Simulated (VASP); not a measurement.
# Al3GaN4 (P-42m) in VASP: a series of runs, part 2 of 2

VASP 6.6.1. The steps go on from the part before.

## Step 3: Single point, PBEsol (11.84 Å³/atom)

Contents of INCAR:

```
SYSTEM = Al3GaN4
PREC = Accurate
ENCUT = 520
EDIFF = 1E-6
ISMEAR = 0
SIGMA = 0.05
LREAL = .False.
LASPH = .True.
NELM = 60
ALGO = Normal
ISIF = 2
LWAVE = .False.
LCHARG = .False.
GGA = PS
NBANDS = 31
```

Contents of KPOINTS:

```
Automatic mesh
0
Gamma
  6 6 6
  0 0 0
```

Contents of POSCAR:

```
Al3GaN4
1.0
    4.6517267777      0.0000000000      0.0000000000
    0.0000000000      4.6517267777      0.0000000000
    0.0000000000      0.0000000000      4.3777400705
Al Ga N
3 1 4
Direct
    0.5000000000      0.5000000000      0.0000000000
    0.5000000000      0.0000000000      0.5000000000
    0.0000000000      0.5000000000      0.5000000000
    0.0000000000      0.0000000000      0.0000000000
    0.7447140287      0.7447140287      0.2552859713
    0.7447140287      0.2552859713      0.7447140287
    0.2552859713      0.7447140287      0.7447140287
    0.2552859713      0.2552859713      0.2552859713
```

Potentials or basis: VASP PAW PBE potentials, release 64 (Al, Ga_d, N).

Started as:

```console
cat potpaw_PBE.64/Al/POTCAR potpaw_PBE.64/Ga_d/POTCAR potpaw_PBE.64/N/POTCAR > POTCAR
mpirun -np 1 vasp_std > vasp.out
```

OUTCAR:

```text
SYSTEM = Al3GaN4
   PREC = Accurate
   ENCUT = 520
   EDIFF = 1E-6
   ISMEAR = 0
   LREAL = .False.
   LASPH = .True.
   NELM = 60
   ISIF = 2
   GGA = PS

 ion  position               nearest neighbor table
   1  0.500  0.500  0.000-   5 1.96   6 1.96   7 1.96   8 1.96   2 3.19   3 3.19   2 3.19   3 3.19
                             2 3.19   2 3.19   3 3.19   3 3.19
   2  0.500  0.000  0.500-   5 1.96   6 1.96   7 1.96   8 1.96   1 3.19   1 3.19   1 3.19   1 3.19
                             3 3.29   3 3.29   3 3.29   3 3.29
   3  0.000  0.500  0.500-   5 1.96   6 1.96   7 1.96   8 1.96   1 3.19   1 3.19   1 3.19   1 3.19
                             2 3.29   2 3.29   2 3.29   2 3.29
   4  0.000  0.000  0.000-   5 2.02   6 2.02   7 2.02   8 2.02
   5  0.745  0.745  0.255-   1 1.96   2 1.96   3 1.96   4 2.02
   6  0.745  0.255  0.745-   1 1.96   2 1.96   3 1.96   4 2.02
   7  0.255  0.745  0.745-   1 1.96   2 1.96   3 1.96   4 2.02
   8  0.255  0.255  0.255-   1 1.96   2 1.96   3 1.96   4 2.02

  LATTYP: Found a simple tetragonal cell.
 ALAT       =     4.6517267777
 C/A-ratio  =     0.9411000000

  Lattice vectors:

 A1 = (   4.6517267777,   0.0000000000,   0.0000000000)
 A2 = (   0.0000000000,   4.6517267777,   0.0000000000)
 A3 = (   0.0000000000,   0.0000000000,   4.3777400705)

Analysis of symmetry for initial positions (statically):
=====================================================================
 Subroutine PRICEL returns:
 Original cell was already a primitive cell.

 Routine SETGRP: Setting up the symmetry group for a
 simple tetragonal supercell.

 Subroutine GETGRP returns: Found  8 space group operations
 (whereof  8 operations were pure point group operations)
 out of a pool of 16 trial point group operations.

The static configuration has the point symmetry D_2d.

Analysis of symmetry for dynamics (positions and initial velocities):
=====================================================================
 Subroutine PRICEL returns:
 Original cell was already a primitive cell.

[... 140 lines left out ...]
  volume/ion in A,a.u.               =      11.84        79.91
  Fermi-wavevector in a.u.,A,eV,Ry     =   1.248337  2.359015 21.202571  1.558345
  Thomas-Fermi vector in A             =   2.382428
   LORBIT       =      0    0 simple, 1 ext, 2 COOP (PROOUT), +10 PAW based schemes
   GGA     = PS    functional components
   LHFCALC =     F    Hartree Fock is set to
   AEXX    =    0.0000 exact exchange contribution
   IVDW    =     0    specifies the selected vdW correction
   LEPSILON=     F    determine dielectric tensor
   LRPA    =     F    only Hartree local field effects (RPA)
 non-spin polarized calculation
 Gauss-broadening in eV      SIGMA  =   0.05
  energy-cutoff  :      520.00
  volume of cell :       94.73
 maximum number of plane-waves:      2576
 NGX is ok and might be reduce to    36
   NGX = 17   NGY = 17   NGZ = 17

 number of electron      42.0000003 magnetization

 Free energy of the ion-electron system (eV)
  ---------------------------------------------------
  ext. energy  EPLUGINS =         0.00000000
  ---------------------------------------------------
  free energy    TOTEN  =       -59.35647860 eV

  energy without entropy =      -59.35647860  energy(sigma->0) =      -59.35647860

 E-fermi :   5.1197     XC(G=0): -10.8697

 val. band max:        4.8413994864   @ k =   0.0000   0.0000   0.0000
 cond. band min:       7.3126181046   @ k =   0.0000   0.0000   0.0000
 fundamental gap:      2.4712186182
 Fermi energy:         5.1196716824

 k-point     1 :       0.0000    0.0000    0.0000
  band No.  band energies     occupation
      1      -9.8444      2.00000
      2      -8.5869      2.00000
      3      -8.5869      2.00000
      4      -8.5680      2.00000
      5      -8.0550      2.00000
      6      -8.0296      2.00000
[... 805 lines left out ...]
     30      14.0589      0.00000
     31      14.4870      0.00000

 [... further k-points ...]
[... 5 lines left out ...]
  --------------------------------------------------------------------------------------
  -------------------------------------------------------------------------------------
  Total      -11.2233419    -11.2233419     -7.0434332      0.0000000     -0.0000000      0.0000000
  in kB     -189.8254373   -189.8254373   -119.1287579      0.0000000     -0.0000000      0.0000000
  external PRESSURE =    -166.2598775 kB  Pullay stress =       0.0000000 kB

 VOLUME and BASIS-vectors are now :
 -----------------------------------------------------------------------------
  energy-cutoff  :      520.00
  volume of cell :       94.73
      direct lattice vectors                 reciprocal lattice vectors
     4.651726778  0.000000000  0.000000000     0.214973933  0.000000000  0.000000000
     0.000000000  4.651726778  0.000000000     0.000000000  0.214973933  0.000000000
     0.000000000  0.000000000  4.377740070     0.000000000  0.000000000  0.228428363

 POSITION                                       TOTAL-FORCE (eV/Angst)
 -----------------------------------------------------------------------------------
      2.32586      2.32586      0.00000        -0.000000     -0.000000      0.000000
      2.32586      0.00000      2.18887        -0.000000      0.000000     -0.000000
      0.00000      2.32586      2.18887        -0.000000      0.000000      0.000000
      0.00000      0.00000      0.00000        -0.000000      0.000000      0.000000
      3.46421      3.46421      1.11758         0.019566      0.019566      0.043849
      3.46421      1.18752      3.26016         0.019566     -0.019566     -0.043849
      1.18752      3.46421      3.26016        -0.019566      0.019566     -0.043849
      1.18752      1.18752      1.11758        -0.019566     -0.019566      0.043849
 -----------------------------------------------------------------------------------
    total drift:                               -0.000000     -0.000000      0.000000

  FREE ENERGIE OF THE ION-ELECTRON SYSTEM (eV)
  ---------------------------------------------------
  free  energy   TOTEN  =       -59.3564785987 eV

  energy  without entropy=      -59.3564785987  energy(sigma->0) =      -59.35647860
```

It took 2.2 min on 1 thread of Intel Xeon 8259CL, shared host; peak memory 0.27 GiB.

What came out:

```
Free energy            : -59.3565 eV
Pressure               : -16.6 GPa
Largest force          : 0.052 eV/Å
Band gap on the k mesh : 2.47 eV
```

Forces in eV/Å, atoms in the order of the input:
```
Al   0.000  0.000  0.000
Al   0.000  0.000  0.000
Al   0.000  0.000  0.000
Ga   0.000  0.000  0.000
N    0.020  0.020  0.044
N    0.020 -0.020 -0.044
N   -0.020  0.020 -0.044
N   -0.020 -0.020  0.044
```

Levels at points of the mesh, in eV from the valence-band top:
```csv
k point,band 19,band 20,band 21,band 22,band 23,band 24
"(0.00, 0.00, 0.00)",-0.22,-0.22,0.00,2.47,2.94,3.19
"(0.50, 0.00, 0.00)",-1.11,-0.97,-0.89,4.83,4.83,5.48
"(0.50, 0.50, 0.00)",-0.91,-0.91,-0.90,6.07,6.77,6.77
"(0.00, 0.00, 0.50)",-1.45,-1.23,-1.23,5.02,5.08,6.01
"(0.50, 0.00, 0.50)",-0.59,-0.59,-0.51,6.22,6.94,6.98
"(0.50, 0.50, 0.50)",-0.52,-0.52,-0.28,4.38,5.82,5.82
```

Caveat: the cell stands under tension; the PAW data sets were made with another functional, which shifts forces and pressure a little.

## Step 4: Single point, PBEsol (11.84 Å³/atom)

Contents of INCAR:

```
PREC = Accurate ; ENCUT = 520
EDIFF = 1E-6 ; ISMEAR = 0
SIGMA = 0.05 ; LREAL = False
LASPH = True ; NELM = 100
ALGO = Normal ; ISIF = 2
LWAVE = False ; LCHARG = True
GGA = PS ; LELF = True
LVHAR = True ; NBANDS = 31
```

Contents of KPOINTS:

```
Automatic mesh
0
Gamma
  6 6 6
```

Changes to POSCAR since step 3:

```diff
@@ -2,5 +2,5 @@
 1.0
-    4.6517267777      0.0000000000      0.0000000000
-    0.0000000000      4.6517267777      0.0000000000
-    0.0000000000      0.0000000000      4.3777400705
+    4.8436589265      0.0000000000      0.0000000000
+    0.0000000000      4.8436589265      0.0000000000
+    0.0000000000      0.0000000000      4.0376740811
 Al Ga N
```

Started as:

```console
cat potpaw_PBE.64/Al/POTCAR potpaw_PBE.64/Ga_d/POTCAR potpaw_PBE.64/N/POTCAR > POTCAR
mpirun -np 1 vasp_std > vasp.out
```

It took 2 min on 1 thread of Intel Xeon 8259CL, shared host; peak memory 0.25 GiB.

The run converged. Its results:

- Free energy: -58.7761 eV
- Pressure: -18.4 GPa
- Largest force: 0.149 eV/Å
- Band gap on the k mesh: 2.12 eV

Forces in eV/Å, atoms in the order of the input:
```
Al   0.000  0.000  0.000
Al   0.000  0.000  0.000
Al   0.000  0.000  0.000
Ga   0.000  0.000  0.000
N    0.063  0.063  0.119
N    0.063 -0.063 -0.119
N   -0.063  0.063 -0.119
N   -0.063 -0.063  0.119
```

Stress tensor (GPa, compression positive):
```
-23.85   0.00   0.00
  0.00 -23.85   0.00
  0.00   0.00  -7.39
```

Levels at points of the mesh, in eV from the valence-band top:
```
           k point  band 19  band 20  band 21  band 22  band 23  band 24
(0.00, 0.00, 0.00)    -0.56    -0.56     0.00     2.12     2.62     3.25
(0.50, 0.00, 0.00)    -1.11    -0.97    -0.82     4.42     4.47     4.98
(0.50, 0.50, 0.00)    -1.62    -1.62    -1.53     5.37     6.10     6.15
(0.00, 0.00, 0.50)    -2.01    -1.80    -1.80     5.17     5.22     6.32
(0.50, 0.00, 0.50)    -0.81    -0.76    -0.58     5.67     6.60     6.77
(0.50, 0.50, 0.50)    -0.54    -0.53    -0.17     3.65     4.98     4.98
```

Caveat: the cell stands under tension; the PAW data sets were made with another functional, which shifts forces and pressure a little.

## Step 5: Single point, PBEsol (11.84 Å³/atom)

Contents of INCAR:

```
PREC = Accurate
ENCUT = 520
EDIFF = 1E-7
ISMEAR = 0
SIGMA = 0.05
LREAL = F
LASPH = T
NELM = 80
ALGO = Normal
ISIF = 2
LWAVE = F
LCHARG = F
GGA = PS
NBANDS = 31
```

Contents of KPOINTS:

```
regular mesh
0
Gamma
  6 6 6
```

Changes to POSCAR since step 4:

```diff
@@ -2,5 +2,5 @@
 1.0
-    4.8436589265      0.0000000000      0.0000000000
-    0.0000000000      4.8436589265      0.0000000000
-    0.0000000000      0.0000000000      4.0376740811
+    4.2902306085      0.0000000000      0.0000000000
+    0.0000000000      4.2902306085      0.0000000000
+    0.0000000000      0.0000000000      5.1465606379
 Al Ga N
```

Potentials or basis: VASP PAW PBE potentials, release 64 (Al, Ga_d, N).

Started as:

```console
cat potpaw_PBE.64/Al/POTCAR potpaw_PBE.64/Ga_d/POTCAR potpaw_PBE.64/N/POTCAR > POTCAR
mpirun -np 1 vasp_std > vasp.out
```

OUTCAR:

```text
PREC = Accurate
   ENCUT = 520
   EDIFF = 1E-7
   ISMEAR = 0
   LREAL = F
   LASPH = T
   NELM = 80
   ISIF = 2
   GGA = PS

 ion  position               nearest neighbor table
   1  0.500  0.500  0.000-   5 1.98   6 1.98   7 1.98   8 1.98   4 3.03   4 3.03   4 3.03   4 3.03
                             3 3.35   2 3.35   3 3.35   2 3.35   3 3.35   2 3.35   3 3.35   2 3.35
   2  0.500  0.000  0.500-   5 1.97   6 1.97   7 1.97   8 1.97   3 3.03   3 3.03   3 3.03   3 3.03
                             1 3.35   1 3.35   1 3.35   1 3.35
   3  0.000  0.500  0.500-   5 1.97   6 1.97   7 1.97   8 1.97   2 3.03   2 3.03   2 3.03   2 3.03
                             1 3.35   1 3.35   1 3.35   1 3.35
   4  0.000  0.000  0.000-   5 2.03   6 2.03   7 2.03   8 2.03   1 3.03   1 3.03   1 3.03   1 3.03

   5  0.745  0.745  0.255-   2 1.97   3 1.97   1 1.98   4 2.03
   6  0.745  0.255  0.745-   2 1.97   3 1.97   1 1.98   4 2.03
   7  0.255  0.745  0.745-   2 1.97   3 1.97   1 1.98   4 2.03
   8  0.255  0.255  0.255-   2 1.97   3 1.97   1 1.98   4 2.03

  LATTYP: Found a simple tetragonal cell.
 ALAT       =     4.2902306085
 C/A-ratio  =     1.1996000000

  Lattice vectors:

 A1 = (   4.2902306085,   0.0000000000,   0.0000000000)
[... 193 lines left out ...]
 cond. band min:       7.1367315155   @ k =   0.0000   0.0000   0.0000
 fundamental gap:      1.9136468008
 Fermi energy:         5.4624796705

 k-point     1 :       0.0000    0.0000    0.0000
  band No.  band energies     occupation
      1      -9.7773      2.00000
      2      -8.6464      2.00000
      3      -8.5415      2.00000
      4      -8.5415      2.00000
      5      -8.1615      2.00000
      6      -8.0686      2.00000
[... 805 lines left out ...]
     30      13.8624      0.00000
     31      14.2184      0.00000

 [... further k-points ...]
[... 5 lines left out ...]
  --------------------------------------------------------------------------------------
  -------------------------------------------------------------------------------------
  Total       -3.2744371     -3.2744371    -24.8583757      0.0000000      0.0000000      0.0000000
  in kB      -55.3820291    -55.3820291   -420.4409048      0.0000000      0.0000000      0.0000000
  external PRESSURE =    -177.0683210 kB  Pullay stress =       0.0000000 kB

 VOLUME and BASIS-vectors are now :
 -----------------------------------------------------------------------------
  energy-cutoff  :      520.00
  volume of cell :       94.73
      direct lattice vectors                 reciprocal lattice vectors
     4.290230608  0.000000000  0.000000000     0.233087703  0.000000000  0.000000000
     0.000000000  4.290230608  0.000000000     0.000000000  0.233087703  0.000000000
     0.000000000  0.000000000  5.146560638     0.000000000  0.000000000  0.194304521

 POSITION                                       TOTAL-FORCE (eV/Angst)
 -----------------------------------------------------------------------------------
      2.14512      2.14512      0.00000         0.000000      0.000000     -0.000000
      2.14512      0.00000      2.57328         0.000000      0.000000     -0.000000
      0.00000      2.14512      2.57328         0.000000     -0.000000     -0.000000
      0.00000      0.00000      0.00000         0.000000      0.000000     -0.000000
      3.19499      3.19499      1.31384        -0.052234     -0.052234     -0.083149
      3.19499      1.09524      3.83272        -0.052234      0.052234      0.083149
      1.09524      3.19499      3.83272         0.052234     -0.052234      0.083149
      1.09524      1.09524      1.31384         0.052234      0.052234     -0.083149
 -----------------------------------------------------------------------------------
    total drift:                                0.000000      0.000000      0.000000

  FREE ENERGIE OF THE ION-ELECTRON SYSTEM (eV)
  ---------------------------------------------------
  free  energy   TOTEN  =       -58.2838588661 eV

  energy  without entropy=      -58.2838588661  energy(sigma->0) =      -58.28385887
```

OSZICAR:

```text
N       E                     dE             d eps       ncg     rms          rms(c)
DAV:   1     0.307148873631E+03    0.30715E+03   -0.19226E+04  2785   0.163E+03
DAV:   2    -0.205049089229E+02   -0.32765E+03   -0.30362E+03  2851   0.442E+02
DAV:   3    -0.642114072792E+02   -0.43706E+02   -0.42961E+02  2881   0.125E+02
DAV:   4    -0.661355274396E+02   -0.19241E+01   -0.19153E+01  3268   0.294E+01
DAV:   5    -0.661859084900E+02   -0.50381E-01   -0.50362E-01  2959   0.435E+00    0.151E+01
DAV:   6    -0.583230085903E+02    0.78629E+01   -0.26693E+01  3916   0.464E+01    0.536E+00
DAV:   7    -0.583718906141E+02   -0.48882E-01   -0.19672E+00  2865   0.967E+00    0.381E+00
DAV:   8    -0.583130913471E+02    0.58799E-01   -0.43987E-01  3174   0.461E+00    0.132E+00
DAV:   9    -0.582832887256E+02    0.29803E-01   -0.87091E-02  3349   0.333E+00    0.588E-01
DAV:  10    -0.582836768743E+02   -0.38815E-03   -0.16314E-02  3115   0.681E-01    0.206E-01
DAV:  11    -0.582838610721E+02   -0.18420E-03   -0.57792E-04  3577   0.158E-01    0.392E-02
DAV:  12    -0.582838631656E+02   -0.20935E-05   -0.64971E-05  3325   0.682E-02    0.253E-02
DAV:  13    -0.582838595637E+02    0.36019E-05   -0.16157E-05  3548   0.472E-02    0.134E-02
DAV:  14    -0.582838595008E+02    0.62935E-07   -0.18969E-06  3222   0.112E-02    0.781E-03
DAV:  15    -0.582838589463E+02    0.55443E-06   -0.61644E-07  2817   0.638E-03    0.180E-03
DAV:  16    -0.582838588661E+02    0.80246E-07   -0.11974E-07  1990   0.201E-03
   1 F= -.58283859E+02 E0= -.58283859E+02  d E =-.580029E-13
```

stdout:

```text
POSCAR found type information on POSCAR AlGaN
 POSCAR found :  3 types and       8 ions
 scaLAPACK will be used
 -----------------------------------------------------------------------------
|                                                                             |
|                                                                             |
|     You enforced a specific xc type in the INCAR file but a different       |
|     I HOPE YOU KNOW WHAT YOU ARE DOING!                                     |
|                                                                             |
 -----------------------------------------------------------------------------

 LDA part: xc-table for (Slater+PW92), standard interpolation
 POSCAR, INCAR and KPOINTS ok, starting setup
 FFT: planning ... GRIDC
 FFT: planning ... GRID_SOFT
 FFT: planning ... GRID
 WAVECAR not read
 entering main loop
```

Run time: 2.7 min. Hardware: 1 thread of Intel Xeon 8259CL, shared host; peak memory 0.26 GiB.

What came out:

```
Free energy            : -58.2839 eV
Pressure               : -17.7 GPa
Largest force          : 0.111 eV/Å
Band gap on the k mesh : 1.91 eV (least direct gap 2.00 eV)
```

Forces in eV/Å, atoms in the order of the input:
```
Al   0.000  0.000  0.000
Al   0.000  0.000  0.000
Al   0.000  0.000  0.000
Ga   0.000  0.000  0.000
N   -0.052 -0.052 -0.083
N   -0.052  0.052  0.083
N    0.052 -0.052  0.083
N    0.052  0.052 -0.083
```

Stress tensor (GPa, compression positive):
```
 -5.54   0.00   0.00
  0.00  -5.54   0.00
  0.00   0.00 -42.04
```

Caveat: the cell stands under tension; the PAW data sets were made with another functional, which shifts forces and pressure a little. A k mesh can miss the band edges.

## Step 6: Overview

| cell | gap on the mesh (eV) | pressure (GPa) | largest force (eV/Å) |
| --- | --- | --- | --- |
| a = 4.467, b = 4.467, c = 4.747 Å, 8 atoms | 2.51 | -16.6 | 0.05 |
| a = 4.652, b = 4.652, c = 4.378 Å, 8 atoms | 2.47 | -16.6 | 0.05 |
| a = 4.844, b = 4.844, c = 4.038 Å, 8 atoms | 2.12 | -18.4 | 0.15 |
| a = 4.290, b = 4.290, c = 5.147 Å, 8 atoms | 1.91 | -17.7 | 0.11 |

Alike in all rows: task single point; level PBEsol; potentials or basis VASP PAW PBE potentials, release 64 (Al, Ga_d, N); no spin polarisation; k mesh 6 × 6 × 6; cutoff (eV) 520; smearing gaussian 0.05 eV.

Caveats: the cell stands under tension; the PAW data sets were made with another functional, which shifts forces and pressure a little.

Total energies depend on the potentials used, so only differences within one code and one set of settings carry meaning.
